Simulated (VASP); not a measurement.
# CdSe (rocksalt type) (Fm-3m) in VASP: single point with PBE

Aim: the single point of CdSe (rocksalt type) with PBE.

All numbers are computed with VASP 6.6.1; they aren't measurements. Logs are shortened: lines on timing, memory, paths and dates and some standing lists are left out, and cuts for length are marked.

### 1 The cell of the first run

It takes space group Fm-3m (No. 225, cubic). Conventional cell: a = 4.702 Å, b = 4.702 Å, c = 4.702 Å, α = 90.00°, β = 90.00°, γ = 90.00°. Cd (site symmetry m-3m) has 6 Se at 2.35 Å within 3.1 Å. Se (site symmetry m-3m) has 6 Cd at 2.35 Å within 3.1 Å.

### 2 Single point, PBE (12.99 Å³/atom)

Contents of POSCAR:

```
CdSe
1.0
    0.0000000000      2.3509711582      2.3509711582
    2.3509711582      0.0000000000      2.3509711582
    2.3509711582      2.3509711582      0.0000000000
Cd Se
1 1
Direct
    0.0000000000      0.0000000000      0.0000000000
    0.5000000000      0.5000000000      0.5000000000
```

Contents of INCAR.step1:

```
PREC     = Accurate       # precision mode
ENCUT    = 520            # plane-wave cutoff, eV
EDIFF    = 1E-6           # SCF threshold, eV
ISMEAR   = -1             # smearing method
SIGMA    = 0.1            # smearing width, eV
LREAL    = False          # projectors in reciprocal space
LASPH    = True           # aspherical terms in the spheres
NELM     = 80             # most SCF steps
ALGO     = Normal         # electronic algorithm
ISIF     = 2              # what is computed and relaxed
LWAVE    = False          # write WAVECAR
LCHARG   = True           # write CHGCAR
GGA      = PE             # functional
NBANDS   = 16             # bands
```

Contents of KPOINTS.step1:

```
Automatic mesh
0
Gamma
  14 14 14
```

Contents of INCAR.step2:

```
PREC     = Accurate       # precision mode
ENCUT    = 520            # plane-wave cutoff, eV
EDIFF    = 1E-6           # SCF threshold, eV
ISMEAR   = -5             # smearing method
SIGMA    = 0.1            # smearing width, eV
LREAL    = False          # projectors in reciprocal space
LASPH    = True           # aspherical terms in the spheres
NELM     = 80             # most SCF steps
ALGO     = Normal         # electronic algorithm
ISIF     = 2              # what is computed and relaxed
LWAVE    = False          # write WAVECAR
LCHARG   = False          # write CHGCAR
GGA      = PE             # functional
LORBIT   = 11             # projections on sites
NEDOS    = 2001           # points of the DOS
ICHARG   = 11             # starting density
```

Contents of KPOINTS.step2:

```
Automatic mesh
0
Gamma
  21 21 21
```

Potentials or basis: VASP PAW PBE potentials, release 64 (Cd, Se).

The run is started by

```bash
> cat potpaw_PBE.64/Cd/POTCAR potpaw_PBE.64/Se/POTCAR > POTCAR
> cp INCAR.step1 INCAR
> cp KPOINTS.step1 KPOINTS
> mpirun -np 1 vasp_std > vasp.out
> cp INCAR.step2 INCAR
> cp KPOINTS.step2 KPOINTS
> mpirun -np 1 vasp_std > vasp.out
```

OUTCAR:

```text
PREC = Accurate
   ENCUT = 520
   EDIFF = 1E-6
   ISMEAR = -5
   LREAL = False
   LASPH = True
   NELM = 80
   ISIF = 2
   GGA = PE
   LORBIT = 11
   ICHARG = 11

 ion  position               nearest neighbor table
   1  0.000  0.000  0.000-   2 2.35   2 2.35   2 2.35   2 2.35   2 2.35   2 2.35
   2  0.500  0.500  0.500-   1 2.35   1 2.35   1 2.35   1 2.35   1 2.35   1 2.35

  LATTYP: Found a face centered cubic cell.
 ALAT       =     4.7019423164

  Lattice vectors:

 A1 = (   0.0000000000,   2.3509711582,   2.3509711582)
 A2 = (   2.3509711582,   0.0000000000,   2.3509711582)
 A3 = (   2.3509711582,   2.3509711582,   0.0000000000)

Analysis of symmetry for initial positions (statically):
=====================================================================
 Subroutine PRICEL returns:
 Original cell was already a primitive cell.

 Routine SETGRP: Setting up the symmetry group for a
 face centered cubic supercell.

 Subroutine GETGRP returns: Found 48 space group operations
 (whereof 48 operations were pure point group operations)
 out of a pool of 48 trial point group operations.

The static configuration has the point symmetry O_h .

Analysis of symmetry for dynamics (positions and initial velocities):
=====================================================================
 Subroutine PRICEL returns:
 Original cell was already a primitive cell.

 Routine SETGRP: Setting up the symmetry group for a
 face centered cubic supercell.

 Subroutine GETGRP returns: Found 48 space group operations
 (whereof 48 operations were pure point group operations)
 out of a pool of 48 trial point group operations.

The dynamic configuration has the point symmetry O_h .

 Subroutine INISYM returns: Found 48 space group operations
 (whereof 48 operations are pure point group operations),
 and found     1 'primitive' translations

----------------------------------------------------------------------------------------

                                     Primitive cell

  volume of cell :      25.9879

  direct lattice vectors                    reciprocal lattice vectors
     0.000000000  2.350971158  2.350971158    -0.212678066  0.212678066  0.212678066
     2.350971158  0.000000000  2.350971158     0.212678066 -0.212678066  0.212678066
     2.350971158  2.350971158  0.000000000     0.212678066  0.212678066 -0.212678066

  length of vectors
     3.324775297  3.324775297  3.324775297     0.368369217  0.368369217  0.368369217

  position of ions in fractional coordinates (direct lattice)
     0.000000000  0.000000000  0.000000000
     0.500000000  0.500000000  0.500000000

  ion indices of the primitive-cell ions
   primitive index   ion index
                 1           1
                 2           2

----------------------------------------------------------------------------------------

 KPOINTS: Automatic mesh

Automatic generation of k-mesh.
 Grid dimensions read from file:
 generate k-points for:   21   21   21

 Generating k-lattice:

  Cartesian coordinates                     Fractional coordinates (reciprocal lattice)
    -0.010127527  0.010127527  0.010127527     0.047619048  0.000000000  0.000000000
     0.010127527 -0.010127527  0.010127527     0.000000000  0.047619048  0.000000000
     0.010127527  0.010127527 -0.010127527     0.000000000  0.000000000  0.047619048

  Length of vectors
     0.017541391  0.017541391  0.017541391

  Shift w.r.t. Gamma in fractional coordinates (k-lattice)
     0.000000000  0.000000000  0.000000000

 TETIRR: Found   1276 inequivalent tetrahedra from    55566

 Subroutine IBZKPT returns following result:
 ===========================================

 Found    286 irreducible k-points:

 Following reciprocal coordinates:
            Coordinates               Weight
  0.000000  0.000000  0.000000      1.000000
  0.047619  0.000000  0.000000      8.000000
  0.095238  0.000000  0.000000      8.000000
  0.142857  0.000000  0.000000      8.000000
  0.190476  0.000000  0.000000      8.000000
  0.238095  0.000000  0.000000      8.000000
[... 16 lines left out ...]
 -0.428571  0.047619  0.000000     24.000000
 -0.380952  0.047619  0.000000     24.000000
 [... further k-points ...]
   k-points           NKPTS =    286   k-points in BZ     NKDIM =    286   number of bands    NBANDS=     13
   number of dos      NEDOS =   2001   number of ions     NIONS =      2
   total plane-waves  NPLWV =  21952
   dimension x,y,z NGX =    28 NGY =   28 NGZ =   28
   dimension x,y,z NGXF=    56 NGYF=   56 NGZF=   56
   ions per type =               1   1
   NGX,Y,Z   is equivalent  to a cutoff of  14.00, 14.00, 14.00 a.u.
   NGXF,Y,Z  is equivalent  to a cutoff of  28.00, 28.00, 28.00 a.u.
 SYSTEM =  unknown system
   PREC   = accura    normal or accurate (medium, high low for compatibility)
   ISTART =      0    job   : 0-new  1-cont  2-samecut
   ICHARG =     11    charge: 1-file 2-atom 10-const
   ISPIN  =      1    spin polarized calculation?
   LNONCOLLINEAR =      F non collinear calculations
   LSORBIT =      F    spin-orbit coupling
   LASPH  =      T    aspherical Exc in radial PAW
   ENCUT  =  520.0 eV  38.22 Ry    6.18 a.u.   6.18  6.18  6.18*2*pi/ulx,y,z
   NELM   =     80;   NELMIN=  2; NELMDL=  0     # of ELM steps
   EDIFF  = 0.1E-05   stopping-criterion for ELM
   LREAL  =      F    real-space projection
   EDIFFG = 0.1E-04   stopping-criterion for IOM
   NSW    =      0    number of steps for IOM
   IBRION =     -1    ionic relax: 0-MD 1-quasi-New 2-CG
   NFREE  =      0    steps in history (QN), initial steepest desc. (CG)
   ISIF   =      2    stress and relaxation
   ISYM   =      2    0-nonsym 1-usesym 2-fastsym
   POTIM  = 0.5000    time-step for ionic-motion
   TEBEG  =    0.0;   TEEND  =   0.0 temperature during run
   PSTRESS=    0.0 pullay stress
   NELECT =      18.0000    total number of electrons
   NUPDOWN=      -1.0000    fix difference up-down
   EMIN   =  10.00;   EMAX   =-10.00  energy-range for DOS
   EFERMI =   0.00;   METHOD = LEGACY
   ISMEAR =    -5;   SIGMA  =   0.10  broadening in eV -4-tet -1-fermi 0-gaus
   EFERMI_NEDOS =   21; number of points for ismear=-14 and -15
   IALGO  =     38    algorithm
   IMIX   =      4    mixing-type and parameters
     AMIX     =   0.40;   BMIX     =  1.00
     AMIX_MAG =   1.60;   BMIX_MAG =  1.00
  volume/ion in A,a.u.               =      12.99        87.69
  Fermi-wavevector in a.u.,A,eV,Ry     =   1.448466  2.737204 28.545762  2.098054
  Thomas-Fermi vector in A             =   2.566304
   LORBIT       =     11    0 simple, 1 ext, 2 COOP (PROOUT), +10 PAW based schemes
   GGA     = PE    functional components
   LHFCALC =     F    Hartree Fock is set to
   AEXX    =    0.0000 exact exchange contribution
   IVDW    =     0    specifies the selected vdW correction
   LEPSILON=     F    determine dielectric tensor
   LRPA    =     F    only Hartree local field effects (RPA)
 non-spin polarized calculation
 Fermi weights with tetrahedron method with Bloechl corrections
  energy-cutoff  :      520.00
  volume of cell :       25.99
 maximum number of plane-waves:       725
 NGX is ok and might be reduce to    28

 number of electron      18.0000002 magnetization

 Free energy of the ion-electron system (eV)
  ---------------------------------------------------
  ext. energy  EPLUGINS =         0.00000000
  ---------------------------------------------------
  free energy    TOTEN  =         0.59647834 eV

  energy without entropy =        0.59647834  energy(sigma->0) =        0.59647834

 E-fermi :  10.0513     XC(G=0): -13.1863

 val. band max:       10.1456047385   @ k =  -0.3810   0.0952   0.0000
 cond. band min:      10.0870813061   @ k =   0.4762   0.3810   0.0000
 fundamental gap:     -0.0585234324
 Fermi energy:        10.0513444394

 k-point     1 :       0.0000    0.0000    0.0000
  band No.  band energies     occupation
      1      -8.9920      2.00000
      2      -0.9879      2.00000
      3      -0.9879      2.00000
      4      -0.9879      2.00000
      5      -0.9698      2.00000
      6      -0.9698      2.00000
      7       7.8328      2.00000
      8       7.8328      2.00000
      9       7.8328      2.00000
     10      13.9249      0.00000
     11      18.3195      0.00000
     12      18.9029      0.00000
     13      18.9029      0.00000

 k-point     2 :       0.0476    0.0000    0.0000
  band No.  band energies     occupation
      1      -8.9498      2.00000
      2      -1.0016      2.00000
      3      -1.0016      2.00000
      4      -1.0015      2.00000
      5      -0.9696      2.00000
      6      -0.9696      2.00000
      7       7.5777      2.00000
      8       7.8822      2.00000
      9       7.8822      2.00000
     10      14.1564      0.00000
     11      17.7579      0.00000
     12      18.8956      0.00000
     13      18.8958      0.00000

 k-point     3 :       0.0952    0.0000    0.0000
  band No.  band energies     occupation
      1      -8.8237      2.00000
      2      -1.0801      2.00000
      3      -1.0801      2.00000
      4      -1.0430      2.00000
      5      -0.9288      2.00000
      6      -0.9288      2.00000
      7       6.9253      2.00000
      8       8.0257      2.00000
      9       8.0257      2.00000
     10      14.6692      0.00000
     11      17.1279      0.00000
     12      18.8249      0.00000
     13      18.8249      0.00000
[... 305 lines left out ...]
 k-point    23 :      -0.4286    0.0476    0.0000
  band No.  band energies     occupation
      1      -6.1415      2.00000
      2      -2.6348      2.00000
      3      -2.0050      2.00000
      4      -1.9408      2.00000
      5      -0.3272      2.00000
      6      -0.2916      2.00000
      7       1.9009      2.00000
      8       9.5086      2.08561
      9      10.2650      0.08807
     10      12.3201      0.00000
     11      14.5686      0.00000
     12      14.7274      0.00000
     13      21.0537      0.00000

 k-point    24 :      -0.3810    0.0476    0.0000
  band No.  band energies     occupation
      1      -6.5026      2.00000
      2      -2.3501      2.00000
      3      -1.9555      2.00000
      4      -1.8507      2.00000
      5      -0.3913      2.00000
      6      -0.3322      2.00000
      7       2.1805      2.00000
      8       9.2289      2.00621
      9      10.2284      0.24120
     10      12.5101      0.00000
     11      14.8028      0.00000
     12      15.1733      0.00000
     13      21.0715      0.00000

 [... further k-points ...]
[... 5 lines left out ...]
  --------------------------------------------------------------------------------------
  -------------------------------------------------------------------------------------
  Total       25.0464097     25.0464097     25.0464097      0.0000000      0.0000000      0.0000000
  in kB     1544.1310745   1544.1310745   1544.1310745      0.0000000      0.0000000      0.0000000
  external PRESSURE =    1544.1310745 kB  Pullay stress =       0.0000000 kB

 VOLUME and BASIS-vectors are now :
 -----------------------------------------------------------------------------
  energy-cutoff  :      520.00
  volume of cell :       25.99
      direct lattice vectors                 reciprocal lattice vectors
     0.000000000  2.350971158  2.350971158    -0.212678066  0.212678066  0.212678066
     2.350971158  0.000000000  2.350971158     0.212678066 -0.212678066  0.212678066
     2.350971158  2.350971158  0.000000000     0.212678066  0.212678066 -0.212678066

 POSITION                                       TOTAL-FORCE (eV/Angst)
 -----------------------------------------------------------------------------------
      0.00000      0.00000      0.00000        -0.000000      0.000000      0.000000
      2.35097      2.35097      2.35097         0.000000     -0.000000     -0.000000
 -----------------------------------------------------------------------------------
    total drift:                               -0.000000      0.000000      0.000000

  FREE ENERGIE OF THE ION-ELECTRON SYSTEM (eV)
  ---------------------------------------------------
  free  energy   TOTEN  =         0.5964783411 eV

  energy  without entropy=        0.5964783411  energy(sigma->0) =        0.59647834

 total charge

# of ion       s       p       d       tot
------------------------------------------
    1        0.589   0.705   9.699  10.992
    2        1.485   2.779   0.138   4.402
--------------------------------------------------
tot          2.073   3.484   9.837  15.394
```

It took 73 s on 1 thread of AMD EPYC 7R13 (Zen 3), shared host; peak memory 0.21 GiB.

What came out:

| Property | Result |
| --- | --- |
| Valence electrons inside the program's atomic spheres | Cd 10.99; Se 4.40 |
